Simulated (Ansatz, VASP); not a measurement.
Pd in VASP and in Ansatz

```xyz
1
Lattice="0.0000 1.9465 1.9465 1.9465 0.0000 1.9465 1.9465 1.9465 0.0000" Properties=species:S:1:pos:R:3 pbc="T T T"
Pd    0.0000    0.0000    0.0000
```

Alike in both runs: task single point; functional HSE06; k mesh 5 × 5 × 5; occupations fermi-dirac, width 0.05 eV; non-collinear spin, spin-orbit coupling.

|  | VASP | Ansatz |
| --- | --- | --- |
| version | VASP 6.6.1 | Ansatz 0.2.0 |
| potentials or method | VASP PAW PBE potentials, release 64 (Pd) | Ansatz PAW |
| plane-wave cutoff (eV) | 520 | 420 |
| valence electrons in the cell | 10 | 18 |

```csv
,VASP,Ansatz,Ansatz less VASP
pressure (GPa),7.7,7.3,-0.49
```

With one functional, cell and mesh, what is left measures potentials, basis and numerics. VASP's potentials hold 10 valence electrons a cell and Ansatz's 18, so a difference there can come from the potentials and not from the codes.

The k mesh is coarse, so the values compare programs but aren't converged.
